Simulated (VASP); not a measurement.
# RbSbS3 (Pm-3m) in VASP: notebook

The runs below take RbSbS3 through single point, relaxation of cell and atoms, with PBE.

All numbers are computed with VASP 6.6.1; they aren't measurements. Logs are shortened: lines on timing, memory, paths and dates and some standing lists are left out, and cuts for length are marked.

## Step 1: The cell of the first run

Symmetry: Pm-3m, No. 221, cubic system. Conventional cell: a = 5.344 Å, b = 5.344 Å, c = 5.344 Å, α = 90.00°, β = 90.00°, γ = 90.00°. Rb (site symmetry m-3m) has 6 S at 2.67 Å within 3.5 Å. Within 5.0 Å of Sb (site symmetry m-3m) lie 12 S at 3.78 Å and 8 Rb at 4.63 Å. S (site symmetry 4/mmm) has 2 Rb at 2.67 Å within 3.5 Å.

The cell was built from a structure type or drawn by symmetry, and may not be a known phase.

## Step 2: Single point, PBE

INCAR reads:

```
  PREC = Accurate
  ENCUT = 520
  EDIFF = 1E-6
  ISMEAR = 0
  SIGMA = 0.1
  LREAL = F
  LASPH = T
  NELM = 100
  ALGO = Normal
  ISIF = 2
  LWAVE = F
  LCHARG = F
  GGA = PE
  NBANDS = 24
```

KPOINTS reads:

```
Automatic mesh
0
Gamma
  8 8 8
```

POSCAR reads:

```
RbSbS3
1.0
    5.3444971539      0.0000000000      0.0000000000
    0.0000000000      5.3444971539      0.0000000000
    0.0000000000      0.0000000000      5.3444971539
Rb Sb S
1 1 3
Direct
    0.5000000000      0.5000000000      0.5000000000
    0.0000000000      0.0000000000      0.0000000000
    0.5000000000      0.0000000000      0.5000000000
    0.0000000000      0.5000000000      0.5000000000
    0.5000000000      0.5000000000      0.0000000000
```

Potentials or basis: VASP PAW PBE potentials, release 64 (Rb_sv, Sb, S).

Launch:

```
$ cat potpaw_PBE.64/Rb_sv/POTCAR potpaw_PBE.64/Sb/POTCAR potpaw_PBE.64/S/POTCAR > POTCAR
$ mpirun -np 1 vasp_std > vasp.out
```

OUTCAR:

```text
PREC = Accurate
   ENCUT = 520
   EDIFF = 1E-6
   ISMEAR = 0
   LREAL = F
   LASPH = T
   NELM = 100
   ISIF = 2
   GGA = PE

 ion  position               nearest neighbor table
   1  0.500  0.500  0.500-   3 2.67   4 2.67   5 2.67   5 2.67   3 2.67   4 2.67   2 4.63   2 4.63
                             2 4.63   2 4.63   2 4.63   2 4.63   2 4.63   2 4.63
   2  0.000  0.000  0.000-   1 4.63   1 4.63   1 4.63   1 4.63   1 4.63   1 4.63   1 4.63   1 4.63

   3  0.500  0.000  0.500-   1 2.67   1 2.67
   4  0.000  0.500  0.500-   1 2.67   1 2.67
   5  0.500  0.500  0.000-   1 2.67   1 2.67

  LATTYP: Found a simple cubic cell.
 ALAT       =     5.3444971539

  Lattice vectors:

 A1 = (   5.3444971539,   0.0000000000,   0.0000000000)
 A2 = (   0.0000000000,   5.3444971539,   0.0000000000)
 A3 = (   0.0000000000,   0.0000000000,   5.3444971539)

Analysis of symmetry for initial positions (statically):
=====================================================================
 Subroutine PRICEL returns:
 Original cell was already a primitive cell.

 Routine SETGRP: Setting up the symmetry group for a
 simple cubic supercell.

 Subroutine GETGRP returns: Found 48 space group operations
 (whereof 48 operations were pure point group operations)
 out of a pool of 48 trial point group operations.

The static configuration has the point symmetry O_h .

Analysis of symmetry for dynamics (positions and initial velocities):
=====================================================================
 Subroutine PRICEL returns:
 Original cell was already a primitive cell.

 Routine SETGRP: Setting up the symmetry group for a
 simple cubic supercell.

 Subroutine GETGRP returns: Found 48 space group operations
 (whereof 48 operations were pure point group operations)
 out of a pool of 48 trial point group operations.

The dynamic configuration has the point symmetry O_h .

 Subroutine INISYM returns: Found 48 space group operations
 (whereof 48 operations are pure point group operations),
 and found     1 'primitive' translations

----------------------------------------------------------------------------------------

                                     Primitive cell

  volume of cell :     152.6583

  direct lattice vectors                    reciprocal lattice vectors
     5.344497154  0.000000000  0.000000000     0.187108342  0.000000000  0.000000000
     0.000000000  5.344497154  0.000000000     0.000000000  0.187108342  0.000000000
     0.000000000  0.000000000  5.344497154     0.000000000  0.000000000  0.187108342

  length of vectors
     5.344497154  5.344497154  5.344497154     0.187108342  0.187108342  0.187108342

  position of ions in fractional coordinates (direct lattice)
     0.500000000  0.500000000  0.500000000
     0.000000000  0.000000000  0.000000000
     0.500000000  0.000000000  0.500000000
     0.000000000  0.500000000  0.500000000
     0.500000000  0.500000000  0.000000000

  ion indices of the primitive-cell ions
   primitive index   ion index
                 1           1
                 2           2
                 3           3
                 4           4
                 5           5

----------------------------------------------------------------------------------------

 KPOINTS: Automatic mesh

Automatic generation of k-mesh.
 Grid dimensions read from file:
 generate k-points for:    8    8    8

 Generating k-lattice:

  Cartesian coordinates                     Fractional coordinates (reciprocal lattice)
     0.023388543  0.000000000  0.000000000     0.125000000  0.000000000  0.000000000
     0.000000000  0.023388543  0.000000000     0.000000000  0.125000000  0.000000000
     0.000000000  0.000000000  0.023388543     0.000000000  0.000000000  0.125000000

  Length of vectors
     0.023388543  0.023388543  0.023388543

  Shift w.r.t. Gamma in fractional coordinates (k-lattice)
     0.000000000  0.000000000  0.000000000

 Subroutine IBZKPT returns following result:
 ===========================================

 Found     35 irreducible k-points:

 Following reciprocal coordinates:
            Coordinates               Weight
  0.000000  0.000000  0.000000      1.000000
  0.125000  0.000000  0.000000      6.000000
  0.250000  0.000000  0.000000      6.000000
  0.375000  0.000000  0.000000      6.000000
  0.500000  0.000000  0.000000      3.000000
  0.125000  0.125000  0.000000     12.000000
[... 16 lines left out ...]
  0.375000  0.375000  0.125000     24.000000
  0.500000  0.375000  0.125000     24.000000
 [... further k-points ...]
   k-points           NKPTS =     35   k-points in BZ     NKDIM =     35   number of bands    NBANDS=     24
   number of dos      NEDOS =    301   number of ions     NIONS =      5
   total plane-waves  NPLWV =  64000
   dimension x,y,z NGX =    40 NGY =   40 NGZ =   40
   dimension x,y,z NGXF=    80 NGYF=   80 NGZF=   80
   ions per type =               1   1   3
   NGX,Y,Z   is equivalent  to a cutoff of  12.44, 12.44, 12.44 a.u.
   NGXF,Y,Z  is equivalent  to a cutoff of  24.88, 24.88, 24.88 a.u.
 SYSTEM =  unknown system
   PREC   = accura    normal or accurate (medium, high low for compatibility)
   ISTART =      0    job   : 0-new  1-cont  2-samecut
   ICHARG =      2    charge: 1-file 2-atom 10-const
   ISPIN  =      1    spin polarized calculation?
   LNONCOLLINEAR =      F non collinear calculations
   LSORBIT =      F    spin-orbit coupling
   LASPH  =      T    aspherical Exc in radial PAW
   ENCUT  =  520.0 eV  38.22 Ry    6.18 a.u.   9.94  9.94  9.94*2*pi/ulx,y,z
   NELM   =    100;   NELMIN=  2; NELMDL= -5     # of ELM steps
   EDIFF  = 0.1E-05   stopping-criterion for ELM
   LREAL  =      F    real-space projection
   EDIFFG = 0.1E-04   stopping-criterion for IOM
   NSW    =      0    number of steps for IOM
   IBRION =     -1    ionic relax: 0-MD 1-quasi-New 2-CG
   NFREE  =      0    steps in history (QN), initial steepest desc. (CG)
   ISIF   =      2    stress and relaxation
   ISYM   =      2    0-nonsym 1-usesym 2-fastsym
   POTIM  = 0.5000    time-step for ionic-motion
   TEBEG  =    0.0;   TEEND  =   0.0 temperature during run
   PSTRESS=    0.0 pullay stress
   NELECT =      32.0000    total number of electrons
   NUPDOWN=      -1.0000    fix difference up-down
   EMIN   =  10.00;   EMAX   =-10.00  energy-range for DOS
   EFERMI =   0.00;   METHOD = LEGACY
   ISMEAR =     0;   SIGMA  =   0.10  broadening in eV -4-tet -1-fermi 0-gaus
   EFERMI_NEDOS =   21; number of points for ismear=-14 and -15
   IALGO  =     38    algorithm
   IMIX   =      4    mixing-type and parameters
     AMIX     =   0.40;   BMIX     =  1.00
     AMIX_MAG =   1.60;   BMIX_MAG =  1.00
  volume/ion in A,a.u.               =      30.53       206.04
  Fermi-wavevector in a.u.,A,eV,Ry     =   0.972489  1.837737 12.867500  0.945735
  Thomas-Fermi vector in A             =   2.102792
   LORBIT       =      0    0 simple, 1 ext, 2 COOP (PROOUT), +10 PAW based schemes
   GGA     = PE    functional components
   LHFCALC =     F    Hartree Fock is set to
   AEXX    =    0.0000 exact exchange contribution
   IVDW    =     0    specifies the selected vdW correction
   LEPSILON=     F    determine dielectric tensor
   LRPA    =     F    only Hartree local field effects (RPA)
 non-spin polarized calculation
 Gauss-broadening in eV      SIGMA  =   0.10
  energy-cutoff  :      520.00
  volume of cell :      152.66
 maximum number of plane-waves:      4130
 NGX is ok and might be reduce to    40
   NGX = 19   NGY = 19   NGZ = 19

 number of electron      32.0000001 magnetization

 Free energy of the ion-electron system (eV)
  ---------------------------------------------------
  ext. energy  EPLUGINS =         0.00000000
  ---------------------------------------------------
  free energy    TOTEN  =       -10.84172545 eV

  energy without entropy =      -10.80816104  energy(sigma->0) =      -10.82494325

 E-fermi :   1.7312     XC(G=0):  -8.4860

 val. band max:        1.7168518536   @ k =   0.5000   0.1250   0.1250
 cond. band min:       1.7408267836   @ k =   0.5000   0.3750   0.3750
 fundamental gap:      0.0239749300
 Fermi energy:         1.7312270993

 k-point     1 :       0.0000    0.0000    0.0000
  band No.  band energies     occupation
      1     -23.6540      2.00000
      2      -9.7848      2.00000
      3      -9.2867      2.00000
      4      -9.2867      2.00000
      5      -8.4260      2.00000
      6      -8.4260      2.00000
[... 16 lines left out ...]
     23       6.8541      0.00000
     24       7.2067      0.00000

 k-point     2 :       0.1250    0.0000    0.0000
  band No.  band energies     occupation
      1     -23.6530      2.00000
      2      -9.8780      2.00000
      3      -9.4814      2.00000
      4      -9.2852      2.00000
      5      -8.4236      2.00000
      6      -8.4236      2.00000
[... 16 lines left out ...]
     23       7.1089      0.00000
     24       7.3954      0.00000

 k-point     3 :       0.2500    0.0000    0.0000
  band No.  band energies     occupation
      1     -23.6508      2.00000
      2     -10.1765      2.00000
      3      -9.5604      2.00000
      4      -9.2817      2.00000
      5      -8.4177      2.00000
      6      -8.4177      2.00000
[... 16 lines left out ...]
     23       7.8021      0.00000
     24       7.8992      0.00000

 k-point     4 :       0.3750    0.0000    0.0000
  band No.  band energies     occupation
      1     -23.6485      2.00000
      2     -10.4271      2.00000
      3      -9.5519      2.00000
      4      -9.2781      2.00000
      5      -8.4119      2.00000
      6      -8.4119      2.00000
[... 16 lines left out ...]
     23       8.6465      0.00000
     24       8.7674      0.00000

 k-point     5 :       0.5000    0.0000    0.0000
  band No.  band energies     occupation
      1     -23.6476      2.00000
      2     -10.5167      2.00000
      3      -9.5434      2.00000
      4      -9.2766      2.00000
      5      -8.4094      2.00000
      6      -8.4094      2.00000
[... 16 lines left out ...]
     23       9.1621      0.00000
     24       9.2477      0.00000

 k-point     6 :       0.1250    0.1250    0.0000
  band No.  band energies     occupation
      1     -23.6521      2.00000
      2      -9.9205      2.00000
      3      -9.6327      2.00000
      4      -9.3754      2.00000
      5      -8.4212      2.00000
      6      -8.0627      2.00000
[... 16 lines left out ...]
     23       7.2089      0.00000
     24       7.6045      0.00000
[... 379 lines left out ...]
 k-point    21 :       0.3750    0.2500    0.1250
  band No.  band energies     occupation
      1     -23.6444      2.00000
      2     -10.4037      2.00000
      3     -10.1193      2.00000
      4      -9.6917      2.00000
      5      -8.0068      2.00000
      6      -7.3275      2.00000
[... 16 lines left out ...]
     23       8.7664      0.00000
     24       9.5612      0.00000

 k-point    22 :       0.5000    0.2500    0.1250
  band No.  band energies     occupation
      1     -23.6435      2.00000
      2     -10.4934      2.00000
      3     -10.1162      2.00000
      4      -9.6890      2.00000
      5      -8.0032      2.00000
      6      -7.3133      2.00000
[... 16 lines left out ...]
     23       9.0744      0.00000
     24       9.7528      0.00000

 k-point    23 :       0.3750    0.3750    0.1250
  band No.  band energies     occupation
      1     -23.6422      2.00000
      2     -10.4020      2.00000
      3     -10.3735      2.00000
      4      -9.6908      2.00000
      5      -8.0000      2.00000
      6      -7.1056      2.00000
[... 16 lines left out ...]
     23       8.9655      0.00000
     24       9.8919      0.00000

 k-point    24 :       0.5000    0.3750    0.1250
  band No.  band energies     occupation
      1     -23.6412      2.00000
      2     -10.4806      2.00000
      3     -10.3823      2.00000
      4      -9.6888      2.00000
      5      -7.9974      2.00000
      6      -7.1020      2.00000
[... 16 lines left out ...]
     23       9.3468      0.00000
     24       9.4461      0.00000

 [... further k-points ...]

------------------------ aborting loop because EDIFF is reached ----------------------------------------

  FORCE on cell =-STRESS in cart. coord.  units (eV):
  Direction    XX          YY          ZZ          XY          YZ          ZX
  --------------------------------------------------------------------------------------
  -------------------------------------------------------------------------------------
  Total        0.0884447      0.0884447      0.0884447      0.0000000     -0.0000000     -0.0000000
  in kB        0.9282438      0.9282438      0.9282438      0.0000000     -0.0000000     -0.0000000
  external PRESSURE =       0.9282438 kB  Pullay stress =       0.0000000 kB

 VOLUME and BASIS-vectors are now :
 -----------------------------------------------------------------------------
  energy-cutoff  :      520.00
  volume of cell :      152.66
      direct lattice vectors                 reciprocal lattice vectors
     5.344497154  0.000000000  0.000000000     0.187108342  0.000000000  0.000000000
     0.000000000  5.344497154  0.000000000     0.000000000  0.187108342  0.000000000
     0.000000000  0.000000000  5.344497154     0.000000000  0.000000000  0.187108342

 POSITION                                       TOTAL-FORCE (eV/Angst)
 -----------------------------------------------------------------------------------
      2.67225      2.67225      2.67225         0.000000      0.000000      0.000000
      0.00000      0.00000      0.00000         0.000000      0.000000      0.000000
      2.67225      0.00000      2.67225         0.000000      0.000000      0.000000
      0.00000      2.67225      2.67225         0.000000      0.000000      0.000000
      2.67225      2.67225      0.00000         0.000000      0.000000      0.000000
 -----------------------------------------------------------------------------------
    total drift:                                0.000000     -0.000000     -0.000000

  FREE ENERGIE OF THE ION-ELECTRON SYSTEM (eV)
  ---------------------------------------------------
  free  energy   TOTEN  =       -10.8417254540 eV

  energy  without entropy=      -10.8081610366  energy(sigma->0) =      -10.82494325
```

It took 2 min on 1 thread of Intel Xeon Platinum 8488C (Sapphire Rapids), shared host; peak memory 0.31 GiB.

What came out:

```yaml
Free_energy: -10.8417 eV
Pressure: 0.1 GPa
Band_gap_on_the_k_mesh: zero (bands 16 and 17 overlap by 0.87 eV)
```

Caveat: spin-orbit coupling is left out, which moves the levels of the heavy elements.

## Step 3: Relaxation of cell and atoms, PBE

This run uses another cell than the first one, of 28.91 Å³/atom.

INCAR reads:

```
ALGO = Normal ; EDIFF = 1E-7
EDIFFG = -0.01 ; ENCUT = 600
GGA = PE ; IBRION = 2
ISIF = 3 ; ISMEAR = 0
LASPH = True ; LCHARG = False
LREAL = False ; LWAVE = False
NELM = 60 ; NSW = 100
PREC = Accurate ; SIGMA = 0.1
```

KPOINTS reads:

```
k-points
0
Gamma
  8 8 8
```

Changes to POSCAR since step 2:

```diff
@@ -2,5 +2,5 @@
 1.0
-    5.3444971539      0.0000000000      0.0000000000
-    0.0000000000      5.3444971539      0.0000000000
-    0.0000000000      0.0000000000      5.3444971539
+    5.2479216000      0.0000000000      0.0000000000
+    0.0000000000      5.2479216000      0.0000000000
+    0.0000000000      0.0000000000      5.2479216000
 Rb Sb S
```

Potentials or basis: VASP PAW PBE potentials, release 64 (Rb_sv, Sb, S).

Launch:

```
$ cat potpaw_PBE.64/Rb_sv/POTCAR potpaw_PBE.64/Sb/POTCAR potpaw_PBE.64/S/POTCAR > POTCAR
$ mpirun -np 1 vasp_std > vasp.out
```

Wall time 4.6 min (1 thread of Intel Xeon Platinum 8488C (Sapphire Rapids), shared host); peak memory 0.35 GiB.

Results (log left out):

```
Free energy                           : -10.8418 eV
Relaxed volume                        : 30.77 Å³/atom
Relaxed cell                          : a = 5.359 Å, b = 5.359 Å, c = 5.359 Å, α = 90.00°, β = 90.00°, γ = 90.00°
Space group after relaxing (to 0.1 Å) : Pm-3m (No. 221)
Energy gained by relaxing             : 7.2 meV/atom
Ionic steps                           : 3
Pressure after relaxing               : 0.0 GPa
Band gap on the k mesh                : zero (bands 16 and 17 overlap by 0.85 eV)
```

The path:
```
step  energy change (eV)  largest force (eV/Å)  pressure (GPa)  volume (Å³)
   1              0.0000                0.0000            1.38       144.53
   2             -0.0303                0.0000            0.49       149.82
   3             -0.0358                0.0000           -0.04       153.87
```

Final structure:
```yaml
crystal:
  lattice:
    - [5.35863, 0.00000, 0.00000]
    - [0.00000, 5.35863, 0.00000]
    - [0.00000, 0.00000, 5.35863]
  atoms:
    - { symbol: Rb, position: [0.50000, 0.50000, 0.50000] }
    - { symbol: Sb, position: [0.00000, 0.00000, 0.00000] }
    - { symbol: S, position: [0.50000, 0.00000, 0.50000] }
    - { symbol: S, position: [0.00000, 0.50000, 0.50000] }
    - { symbol: S, position: [0.50000, 0.50000, 0.00000] }
```

Levels at points of the mesh, in eV from the Fermi level:
```
           k point  band 14  band 15  band 16  band 17  band 18  band 19
(0.00, 0.00, 0.00)    -0.68     0.53     0.53     0.53     1.21     1.21
(0.50, 0.00, 0.00)    -0.95    -0.92    -0.35     0.49     0.49     0.66
(0.50, 0.50, 0.00)    -1.21    -1.21    -0.26     0.07     0.39     1.00
(0.50, 0.50, 0.50)    -1.47     0.08     0.08     0.08     1.20     1.20
```

Caveat: spin-orbit coupling is left out, which moves the levels of the heavy elements.
